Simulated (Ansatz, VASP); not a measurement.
# One calculation of CdS, two programs

The input INCAR:

```
SYSTEM = CdS
PREC = Accurate
ENCUT = 600
EDIFF = 1E-6
ISMEAR = -1
SIGMA = 0.05
LREAL = .False.
LASPH = .True.
NELM = 100
ALGO = Normal
ISIF = 3
LWAVE = .False.
LCHARG = .False.
GGA = RE
IBRION = 2
NSW = 60
EDIFFG = -0.01
```

KPOINTS

```
Automatic mesh
0
Gamma
  8 8 8
  0 0 0
```

Contents of POSCAR:

```
CdS
1.0
    0.0000000000      2.9165000000      2.9165000000
    2.9165000000      0.0000000000      2.9165000000
    2.9165000000      2.9165000000      0.0000000000
Cd S
1 1
Direct
    0.0000000000      0.0000000000      0.0000000000
    0.7500000000      0.7500000000      0.7500000000
```

input.yaml

```yaml
crystal:
  lattice:
    - [0.0, 2.9165, 2.9165]
    - [2.9165, 0.0, 2.9165]
    - [2.9165, 2.9165, 0.0]
  atoms:
    - { symbol: Cd, position: [0.0, 0.0, 0.0] }
    - { symbol: S, position: [0.75, 0.75, 0.75] }
hamiltonian:
  xc: revpbe
  pseudopotentials: { kind: paw }
kpoints:
  mp_grid: { grid: [8, 8, 8] }
scf:
  occupations: { method: fermi_dirac, width: 0.05 }
output:
  forces: true
  stress: true
relax:
  f_tol: 0.01
  max_steps: 40
  cell: { stress_tol: 0.05 }
```

Alike in both runs: task relaxation of cell and atoms; functional revPBE; k mesh 8 × 8 × 8; occupations fermi-dirac, width 0.05 eV; no spin polarisation.

```csv
,VASP,Ansatz
version,VASP 6.6.1,Ansatz 0.2.0
potentials or method,"VASP PAW PBE potentials, release 64 (Cd, S)",Ansatz PAW
plane-wave cutoff (eV),600,420
valence electrons in the cell,18,26
```

Ansatz gave:

```
relaxed volume (Å³/atom)                                        : 26.78
relaxed length of the cell vector where the two differ most in proportion (Å) : 4.231
```

Problem. What did VASP give for the same quantities?

Solution. Relaxed volume (Å³/atom): 26.92; relaxed length of the cell vector where the two differ most in proportion (Å): 4.238.

VASP's potentials were made for PBE, not for revPBE. VASP's potentials hold 18 valence electrons a cell and Ansatz's 26, so a difference there can come from the potentials and not from the codes.

Noted on Ansatz's run: the plane-wave basis is chosen anew once the cell has moved, so the energies of steps on either side of that aren't comparable.
